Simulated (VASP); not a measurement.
# Ti2BeAlB (P3m1) in VASP: a series of runs

Ti2BeAlB is run at these levels: PBE; tasks: single point, relaxation of cell and atoms.

Everything below comes from runs of VASP 6.6.1. Logs are shortened: lines on timing, memory, paths and dates and some standing lists are left out, and cuts for length are marked.

### Step 1. The cell of the first run

It takes space group P3m1 (No. 156, trigonal). Conventional cell: a = 2.810 Å, b = 2.810 Å, c = 9.856 Å, α = 90.00°, β = 90.00°, γ = 120.00°. Within 3.2 Å of Ti (site symmetry 3m) lie 3 B at 2.42 Å and 6 Ti at 2.81 Å and 3 Al at 2.84 Å. Ti (site symmetry 3m) has 3 B at 2.42 Å and 3 Be at 2.63 Å and 6 Ti at 2.81 Å within 3.2 Å. Be (site symmetry 3m) has 3 Al at 2.47 Å and 3 Ti at 2.63 Å and 6 Be at 2.81 Å within 3.3 Å. Within 3.3 Å of Al (site symmetry 3m) lie 3 Be at 2.47 Å and 6 Al at 2.81 Å and 3 Ti at 2.84 Å. Within 3.2 Å of B (site symmetry 3m) lie 6 Ti at 2.42 Å and 6 B at 2.81 Å.

### Step 2. Single point, PBE

The input, INCAR:

```
ALGO = Normal ; EDIFF = 1E-6
ENCUT = 520 ; GGA = PE
ISIF = 2 ; ISMEAR = 0
LASPH = True ; LCHARG = False
LREAL = False ; LWAVE = False
NBANDS = 24 ; NELM = 80
PREC = Accurate ; SIGMA = 0.1
```

The input, KPOINTS:

```
k-points
0
Gamma
  6 6 2
```

The input, POSCAR:

```
Ti2BeAlB
1.0
    2.8096804100      0.0000000000      0.0000000000
   -1.4048402000      2.4332546100      0.0000000000
    0.0000000000      0.0000000000      9.8558441900
Ti Be Al B
2 1 1 1
Direct
    0.0000000000      0.0000000000      0.0000000000
    0.0000000000      0.0000000000      0.3642265300
    0.3333333300      0.6666666700      0.5742264800
    0.6666666700      0.3333333300      0.7634710300
    0.3333333300      0.6666666700      0.1821132600
```

Potentials or basis: VASP PAW PBE potentials, release 64 (Ti_sv, Be, Al, B).

On the command line:

```sh
$ cat potpaw_PBE.64/Ti_sv/POTCAR potpaw_PBE.64/Be/POTCAR potpaw_PBE.64/Al/POTCAR potpaw_PBE.64/B/POTCAR > POTCAR
$ mpirun -np 1 vasp_std > vasp.out
```

OUTCAR:

```text
EDIFF = 1E-6
   ENCUT = 520
   GGA = PE
   ISIF = 2
   ISMEAR = 0
   LASPH = True
   LREAL = False
   NELM = 80
   PREC = Accurate

 ion  position               nearest neighbor table
   1  0.000  0.000  0.000-   5 2.42   5 2.42   5 2.42   4 2.84   4 2.84   4 2.84
   2  0.000  0.000  0.364-   5 2.42   5 2.42   5 2.42   3 2.63   3 2.63   3 2.63
   3  0.333  0.667  0.574-   4 2.47   4 2.47   4 2.47   2 2.63   2 2.63   2 2.63
   4  0.667  0.333  0.763-   3 2.47   3 2.47   3 2.47   1 2.84   1 2.84   1 2.84
   5  0.333  0.667  0.182-   1 2.42   1 2.42   1 2.42   2 2.42   2 2.42   2 2.42

  LATTYP: Found a hexagonal cell.
 ALAT       =     2.8096804100
 C/A-ratio  =     3.5078168161

  Lattice vectors:

 A1 = (   2.8096804100,   0.0000000000,   0.0000000000)
 A2 = (  -1.4048402000,   2.4332546100,   0.0000000000)
 A3 = (   0.0000000000,   0.0000000000,   9.8558441900)

Analysis of symmetry for initial positions (statically):
=====================================================================
 Subroutine PRICEL returns:
 Original cell was already a primitive cell.

 Routine SETGRP: Setting up the symmetry group for a
 hexagonal supercell.

 Subroutine GETGRP returns: Found  6 space group operations
 (whereof  6 operations were pure point group operations)
 out of a pool of 24 trial point group operations.

The static configuration has the point symmetry C_3v.

Analysis of symmetry for dynamics (positions and initial velocities):
=====================================================================
 Subroutine PRICEL returns:
 Original cell was already a primitive cell.

 Routine SETGRP: Setting up the symmetry group for a
 hexagonal supercell.

 Subroutine GETGRP returns: Found  6 space group operations
 (whereof  6 operations were pure point group operations)
 out of a pool of 24 trial point group operations.

The dynamic configuration has the point symmetry C_3v.

 Subroutine INISYM returns: Found  6 space group operations
 (whereof  6 operations are pure point group operations),
 and found     1 'primitive' translations

----------------------------------------------------------------------------------------

                                     Primitive cell

  volume of cell :      67.3811

  direct lattice vectors                    reciprocal lattice vectors
     2.809680410  0.000000000  0.000000000     0.355912365  0.205486099  0.000000000
    -1.404840200  2.433254610  0.000000000     0.000000000  0.410972200  0.000000000
     0.000000000  0.000000000  9.855844190     0.000000000  0.000000000  0.101462643

  length of vectors
     2.809680410  2.809680406  9.855844190     0.410972199  0.410972200  0.101462643

  position of ions in fractional coordinates (direct lattice)
     0.000000000  0.000000000  0.000000000
     0.000000000  0.000000000  0.364226530
     0.333333330  0.666666670  0.574226480
     0.666666670  0.333333330  0.763471030
     0.333333330  0.666666670  0.182113260

  ion indices of the primitive-cell ions
   primitive index   ion index
                 1           1
                 2           2
                 3           3
                 4           4
                 5           5

----------------------------------------------------------------------------------------

 KPOINTS: k-points

Automatic generation of k-mesh.
 Grid dimensions read from file:
 generate k-points for:    6    6    2

 Generating k-lattice:

  Cartesian coordinates                     Fractional coordinates (reciprocal lattice)
     0.059318728  0.034247683  0.000000000     0.166666667  0.000000000  0.000000000
     0.000000000  0.068495367  0.000000000     0.000000000  0.166666667  0.000000000
     0.000000000  0.000000000  0.050731321     0.000000000  0.000000000  0.500000000

  Length of vectors
     0.068495367  0.068495367  0.050731321

  Shift w.r.t. Gamma in fractional coordinates (k-lattice)
     0.000000000  0.000000000  0.000000000

 Subroutine IBZKPT returns following result:
 ===========================================

 Found     14 irreducible k-points:

 Following reciprocal coordinates:
            Coordinates               Weight
  0.000000  0.000000  0.000000      1.000000
  0.166667  0.000000  0.000000      6.000000
  0.333333 -0.000000  0.000000      6.000000
  0.500000 -0.000000  0.000000      3.000000
  0.166667  0.166667  0.000000      6.000000
  0.333333  0.166667  0.000000     12.000000
  0.333333  0.333333  0.000000      2.000000
  0.000000  0.000000  0.500000      1.000000
  0.166667  0.000000  0.500000      6.000000
  0.333333 -0.000000  0.500000      6.000000
  0.500000 -0.000000  0.500000      3.000000
  0.166667  0.166667  0.500000      6.000000
  0.333333  0.166667  0.500000     12.000000
  0.333333  0.333333  0.500000      2.000000
   k-points           NKPTS =     14   k-points in BZ     NKDIM =     14   number of bands    NBANDS=     24
   number of dos      NEDOS =    301   number of ions     NIONS =      5
   total plane-waves  NPLWV =  46080
   dimension x,y,z NGX =    24 NGY =   24 NGZ =   80
   dimension x,y,z NGXF=    48 NGYF=   48 NGZF=  160
   ions per type =               2   1   1   1
   NGX,Y,Z   is equivalent  to a cutoff of  14.20, 14.20, 13.49 a.u.
   NGXF,Y,Z  is equivalent  to a cutoff of  28.40, 28.40, 26.99 a.u.
 SYSTEM =  unknown system
   PREC   = accura    normal or accurate (medium, high low for compatibility)
   ISTART =      0    job   : 0-new  1-cont  2-samecut
   ICHARG =      2    charge: 1-file 2-atom 10-const
   ISPIN  =      1    spin polarized calculation?
   LNONCOLLINEAR =      F non collinear calculations
   LSORBIT =      F    spin-orbit coupling
   LASPH  =      T    aspherical Exc in radial PAW
   ENCUT  =  520.0 eV  38.22 Ry    6.18 a.u.   5.22  5.22 18.33*2*pi/ulx,y,z
   NELM   =     80;   NELMIN=  2; NELMDL= -5     # of ELM steps
   EDIFF  = 0.1E-05   stopping-criterion for ELM
   LREAL  =      F    real-space projection
   EDIFFG = 0.1E-04   stopping-criterion for IOM
   NSW    =      0    number of steps for IOM
   IBRION =     -1    ionic relax: 0-MD 1-quasi-New 2-CG
   NFREE  =      0    steps in history (QN), initial steepest desc. (CG)
   ISIF   =      2    stress and relaxation
   ISYM   =      2    0-nonsym 1-usesym 2-fastsym
   POTIM  = 0.5000    time-step for ionic-motion
   TEBEG  =    0.0;   TEEND  =   0.0 temperature during run
   PSTRESS=    0.0 pullay stress
   NELECT =      32.0000    total number of electrons
   NUPDOWN=      -1.0000    fix difference up-down
   EMIN   =  10.00;   EMAX   =-10.00  energy-range for DOS
   EFERMI =   0.00;   METHOD = LEGACY
   ISMEAR =     0;   SIGMA  =   0.10  broadening in eV -4-tet -1-fermi 0-gaus
   EFERMI_NEDOS =   21; number of points for ismear=-14 and -15
   IALGO  =     38    algorithm
   IMIX   =      4    mixing-type and parameters
     AMIX     =   0.40;   BMIX     =  1.00
     AMIX_MAG =   1.60;   BMIX_MAG =  1.00
  volume/ion in A,a.u.               =      13.48        90.94
  Fermi-wavevector in a.u.,A,eV,Ry     =   1.277258  2.413668 22.196390  1.631389
  Thomas-Fermi vector in A             =   2.409868
   LORBIT       =      0    0 simple, 1 ext, 2 COOP (PROOUT), +10 PAW based schemes
   GGA     = PE    functional components
   LHFCALC =     F    Hartree Fock is set to
   AEXX    =    0.0000 exact exchange contribution
   IVDW    =     0    specifies the selected vdW correction
   LEPSILON=     F    determine dielectric tensor
   LRPA    =     F    only Hartree local field effects (RPA)
 non-spin polarized calculation
 Gauss-broadening in eV      SIGMA  =   0.10
  energy-cutoff  :      520.00
  volume of cell :       67.38
 maximum number of plane-waves:      1832
 NGX is ok and might be reduce to    24
   NGX = 11   NGY = 11   NGZ = 37

 number of electron      31.9999998 magnetization

 Free energy of the ion-electron system (eV)
  ---------------------------------------------------
  ext. energy  EPLUGINS =         0.00000000
  ---------------------------------------------------
  free energy    TOTEN  =       -28.92279200 eV

  energy without entropy =      -28.91061509  energy(sigma->0) =      -28.91670354

 E-fermi :   7.4887     XC(G=0): -11.0793

 val. band max:        7.4398808664   @ k =   0.1667   0.1667   0.5000
 cond. band min:       7.6119882631   @ k =   0.5000  -0.0000   0.0000
 fundamental gap:      0.1721073967
 Fermi energy:         7.4886608864

 k-point     1 :       0.0000    0.0000    0.0000
  band No.  band energies     occupation
      1     -49.0682      2.00000
      2     -49.0038      2.00000
      3     -25.3562      2.00000
      4     -25.3072      2.00000
      5     -24.9270      2.00000
      6     -24.9270      2.00000
[... 16 lines left out ...]
     23      10.4065      0.00000
     24      11.9982      0.00000

 k-point     2 :       0.1667    0.0000    0.0000
  band No.  band energies     occupation
      1     -49.0382      2.00000
      2     -48.9737      2.00000
      3     -25.3255      2.00000
      4     -25.2773      2.00000
      5     -25.1065      2.00000
      6     -25.0369      2.00000
[... 16 lines left out ...]
     23      10.2921      0.00000
     24      12.8450      0.00000

 k-point     3 :       0.3333   -0.0000    0.0000
  band No.  band energies     occupation
      1     -48.9776      2.00000
      2     -48.9130      2.00000
      3     -25.4555      2.00000
      4     -25.3871      2.00000
      5     -25.2635      2.00000
      6     -25.2170      2.00000
[... 16 lines left out ...]
     23      10.7185      0.00000
     24      10.8794      0.00000

 k-point     4 :       0.5000   -0.0000    0.0000
  band No.  band energies     occupation
      1     -48.9470      2.00000
      2     -48.8823      2.00000
      3     -25.6253      2.00000
      4     -25.5574      2.00000
      5     -25.2325      2.00000
      6     -25.1867      2.00000
[... 16 lines left out ...]
     23      11.5377      0.00000
     24      11.6207      0.00000

 k-point     5 :       0.1667    0.1667    0.0000
  band No.  band energies     occupation
      1     -48.9928      2.00000
      2     -48.9282      2.00000
      3     -25.3358      2.00000
      4     -25.2792      2.00000
      5     -25.2665      2.00000
      6     -25.2321      2.00000
[... 16 lines left out ...]
     23      10.5180      0.00000
     24      11.5451      0.00000

 k-point     6 :       0.3333    0.1667    0.0000
  band No.  band energies     occupation
      1     -48.9471      2.00000
      2     -48.8824      2.00000
      3     -25.5364      2.00000
      4     -25.4682      2.00000
      5     -25.2326      2.00000
      6     -25.1868      2.00000
[... 16 lines left out ...]
     23      11.2603      0.00000
     24      11.4203      0.00000

 k-point     7 :       0.3333    0.3333    0.0000
  band No.  band energies     occupation
      1     -48.9318      2.00000
      2     -48.8670      2.00000
      3     -25.4173      2.00000
      4     -25.4094      2.00000
      5     -25.3471      2.00000
      6     -25.3423      2.00000
[... 16 lines left out ...]
     23      11.2033      0.00000
     24      11.2039      0.00000

 k-point     8 :       0.0000    0.0000    0.5000
  band No.  band energies     occupation
      1     -49.0682      2.00000
      2     -49.0038      2.00000
      3     -25.3562      2.00000
      4     -25.3073      2.00000
      5     -24.9270      2.00000
      6     -24.9270      2.00000
[... 16 lines left out ...]
     23      10.4025      0.00000
     24      11.8136      0.00000

 k-point     9 :       0.1667    0.0000    0.5000
  band No.  band energies     occupation
      1     -49.0382      2.00000
      2     -48.9737      2.00000
      3     -25.3255      2.00000
      4     -25.2774      2.00000
      5     -25.1065      2.00000
      6     -25.0369      2.00000
[... 16 lines left out ...]
     23      10.8890      0.00000
     24      12.3185      0.00000

 k-point    10 :       0.3333   -0.0000    0.5000
  band No.  band energies     occupation
      1     -48.9776      2.00000
      2     -48.9130      2.00000
      3     -25.4555      2.00000
      4     -25.3871      2.00000
      5     -25.2635      2.00000
      6     -25.2170      2.00000
[... 16 lines left out ...]
     23      10.7165      0.00000
     24      11.9420      0.00000

 k-point    11 :       0.5000   -0.0000    0.5000
  band No.  band energies     occupation
      1     -48.9470      2.00000
      2     -48.8823      2.00000
      3     -25.6253      2.00000
      4     -25.5574      2.00000
      5     -25.2325      2.00000
      6     -25.1867      2.00000
[... 16 lines left out ...]
     23      11.6212      0.00000
     24      11.9621      0.00000

 k-point    12 :       0.1667    0.1667    0.5000
  band No.  band energies     occupation
      1     -48.9928      2.00000
      2     -48.9282      2.00000
      3     -25.3358      2.00000
      4     -25.2792      2.00000
      5     -25.2665      2.00000
      6     -25.2322      2.00000
[... 16 lines left out ...]
     23      11.0005      0.00000
     24      11.5497      0.00000

 k-point    13 :       0.3333    0.1667    0.5000
  band No.  band energies     occupation
      1     -48.9471      2.00000
      2     -48.8824      2.00000
      3     -25.5364      2.00000
      4     -25.4682      2.00000
      5     -25.2326      2.00000
      6     -25.1868      2.00000
[... 16 lines left out ...]
     23      10.8757      0.00000
     24      11.7798      0.00000

 k-point    14 :       0.3333    0.3333    0.5000
  band No.  band energies     occupation
      1     -48.9318      2.00000
      2     -48.8670      2.00000
      3     -25.4173      2.00000
      4     -25.4094      2.00000
      5     -25.3470      2.00000
      6     -25.3423      2.00000
[... 16 lines left out ...]
     23      10.5675      0.00000
     24      10.9351      0.00000

------------------------ aborting loop because EDIFF is reached ----------------------------------------

  FORCE on cell =-STRESS in cart. coord.  units (eV):
  Direction    XX          YY          ZZ          XY          YZ          ZX
  --------------------------------------------------------------------------------------
  -------------------------------------------------------------------------------------
  Total       -0.0338650     -0.0338650     -1.1086220     -0.0000000      0.0000000      0.0000000
  in kB       -0.8052373     -0.8052373    -26.3606295     -0.0000000      0.0000000      0.0000000
  external PRESSURE =      -9.3237013 kB  Pullay stress =       0.0000000 kB

 VOLUME and BASIS-vectors are now :
 -----------------------------------------------------------------------------
  energy-cutoff  :      520.00
  volume of cell :       67.38
      direct lattice vectors                 reciprocal lattice vectors
     2.809680410  0.000000000  0.000000000     0.355912365  0.205486099  0.000000000
    -1.404840200  2.433254610  0.000000000     0.000000000  0.410972200  0.000000000
     0.000000000  0.000000000  9.855844190     0.000000000  0.000000000  0.101462643

 POSITION                                       TOTAL-FORCE (eV/Angst)
 -----------------------------------------------------------------------------------
      0.00000      0.00000      0.00000        -0.000000      0.000000      1.029166
      0.00000      0.00000      3.58976         0.000000     -0.000000     -0.943428
     -0.00000      1.62217      5.65949        -0.000000     -0.000000     -0.399503
      1.40484      0.81108      7.52465         0.000000     -0.000000      0.278807
     -0.00000      1.62217      1.79488        -0.000000     -0.000000      0.034957
 -----------------------------------------------------------------------------------
    total drift:                                0.000001     -0.000001      0.000832

  FREE ENERGIE OF THE ION-ELECTRON SYSTEM (eV)
  ---------------------------------------------------
  free  energy   TOTEN  =       -28.9227919996 eV

  energy  without entropy=      -28.9106150886  energy(sigma->0) =      -28.91670354
```

Run time: 56 s. Hardware: 1 thread of AMD EPYC 7R43 (Zen 3), shared host; peak memory 0.17 GiB.

Results:

- Free energy: -28.9228 eV
- Pressure: -0.9 GPa
- Largest force: 1.029 eV/Å
- Band gap on the k mesh: zero (band 16 reaches 8.48 eV, above the bottom of band 17 at 6.52 eV)

Forces on the atoms (eV/Å):
```
Ti   0.000  0.000  1.029
Ti   0.000  0.000 -0.943
Be   0.000  0.000 -0.400
Al   0.000  0.000  0.279
B    0.000  0.000  0.035
```

Levels at points of the mesh, in eV from the Fermi level:
| k point | band 13 | band 14 | band 15 | band 16 | band 17 | band 18 | band 19 | band 20 |
| --- | --- | --- | --- | --- | --- | --- | --- | --- |
| (0.00, 0.00, 0.00) | -3.29 | -0.80 | 0.71 | 0.99 | 0.99 | 1.22 | 1.22 | 2.58 |
| (0.50, 0.00, 0.00) | -2.79 | -1.88 | -1.02 | -0.84 | 0.12 | 0.18 | 1.10 | 2.19 |
| (0.00, 0.00, 0.50) | -1.83 | -1.32 | 0.72 | 0.99 | 0.99 | 1.22 | 1.22 | 2.58 |
| (0.50, 0.00, 0.50) | -2.36 | -1.65 | -1.34 | -0.93 | -0.25 | 0.77 | 1.11 | 2.16 |

Caveat: the k points lie up to 0.43 Å⁻¹ apart; forces of over 1 eV/Å act on the atoms, so gaps and moduli don't describe the material at rest.

(Part 1 of 3 ends here.)
